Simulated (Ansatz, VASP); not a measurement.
# One calculation of ZnS, two programs

Contents of POSCAR:

```
ZnS
1.0
    0.0000000000      2.6953735394      2.6953735394
    2.6953735394      0.0000000000      2.6953735394
    2.6953735394      2.6953735394      0.0000000000
Zn S
1 1
Direct
    0.0000000000      0.0000000000      0.0000000000
    0.7500000000      0.7500000000      0.7500000000
```

INCAR.step1

```
SYSTEM = ZnS
PREC = Accurate ; ENCUT = 600
ISMEAR = 0 ; SIGMA = 0.01
LREAL = .FALSE. ; LASPH = .TRUE.
NELM = 60 ; GGA = PE
ALGO = Normal ; EDIFF = 1E-4
LWAVE = .TRUE. ; LCHARG = .FALSE.
```

File INCAR.step2:

```
SYSTEM = ZnS
PREC = Accurate ; ENCUT = 600
EDIFF = 1E-6 ; ISMEAR = 0
SIGMA = 0.01 ; LREAL = .FALSE.
LASPH = .TRUE. ; NELM = 60
ALGO = Normal ; ISIF = 3
LWAVE = .FALSE. ; LCHARG = .FALSE.
METAGGA = R2SCAN ; LMIXTAU = .TRUE.
IBRION = 2 ; NSW = 80
EDIFFG = -0.001 ; ISTART = 1
```

The input KPOINTS:

```
Automatic mesh
0
G
  8 8 8
  0 0 0
```

Input for Ansatz:

```yaml
crystal:
  lattice:
    - [0.0, 2.6953735394, 2.6953735394]
    - [2.6953735394, 0.0, 2.6953735394]
    - [2.6953735394, 2.6953735394, 0.0]
  atoms:
    - { symbol: Zn, position: [0.0, 0.0, 0.0] }
    - { symbol: S, position: [0.75, 0.75, 0.75] }
basis:
  ecutwfc: 500
kpoints:
  mp_grid: { grid: [8, 8, 8] }
hamiltonian:
  xc: r2scan
  pseudopotentials: { kind: paw, azcp: { folder: soft_1 } }
scf:
  occupations: { method: fixed }
output:
  forces: true
  stress: true
  eigenvalues: true
relax:
  adjacent_minimum: "off"
  f_tol: 0.001
  max_steps: 60
  cell: { stress_tol: 0.01 }
```

Alike in both runs: task relaxation of cell and atoms; functional r2SCAN; k mesh 8 × 8 × 8; no spin polarisation.

|  | VASP | Ansatz |
| --- | --- | --- |
| version | VASP 6.6.1 | Ansatz 0.2.0 |
| potentials or method | VASP PAW PBE potentials, release 64 (Zn, S), cutoff 600 eV | scalar-relativistic, plane waves, PAW |
| occupations | gaussian, width 0.01 eV | fixed |
| valence electrons in the cell | 18 | 18 |

|  | VASP | Ansatz | Ansatz less VASP |
| --- | --- | --- | --- |
| gap on the k mesh at the Fermi level, each at its own relaxed structure (eV) | 2.72 | 2.70 | -0.019 |
| relaxed volume (Å³/atom) | 19.56 | 19.58 | +0.023 |
| relaxed cell length with the largest relative difference (Å) | 3.810 | 3.812 | +0.0015 |

VASP's potentials were made for PBE, not for r2SCAN.
